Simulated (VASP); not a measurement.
A run of VASP 6.6.1:

File POSCAR:

```
Ir
1.0
   -1.5017809004      1.5017809004      1.5017809004
    1.5017809004     -1.5017809004      1.5017809004
    1.5017809004      1.5017809004     -1.5017809004
Ir
1
Direct
    0.0000000000      0.0000000000      0.0000000000
```

Contents of INCAR.step1:

```
ALGO = Normal
EDIFF = 1E-5
ENCUT = 620
GGA = PE
GGA_COMPAT = False
ISMEAR = -1
LASPH = True
LCHARG = False
LREAL = False
LWAVE = True
NBANDS = 14
NELM = 120
PREC = Accurate
SIGMA = 0.1
```

The input INCAR.step2:

```
ALGO = Normal
EDIFF = 1E-6
ENCUT = 620
GGA_COMPAT = False
ISIF = 2
ISMEAR = -1
ISTART = 1
LASPH = True
LCHARG = False
LMIXTAU = True
LREAL = False
LWAVE = False
METAGGA = R2SCAN
NBANDS = 14
NELM = 120
PREC = Accurate
SIGMA = 0.1
```

The input KPOINTS:

```
k-points
0
Gamma
  16 16 16
```

Potentials or basis: VASP PAW PBE potentials, release 64 (Ir_sv_GW).

The run is started by

```bash
$ cat potpaw_PBE.64/Ir_sv_GW/POTCAR > POTCAR
$ cp INCAR.step1 INCAR
$ mpirun -np 1 vasp_std > vasp.out
$ cp INCAR.step2 INCAR
$ mpirun -np 1 vasp_std > vasp.out
```

Hardware: 1 thread of AMD EPYC 9R45 96-Core Processor (Zen 5), with other jobs on the host.

Task: Estimate the wall time of this run.

Result: Wall time 92 s on 1 thread of AMD EPYC 9R45 96-Core Processor (Zen 5), with other jobs on the host, peak memory 0.15 GiB. Counts: k points 145.
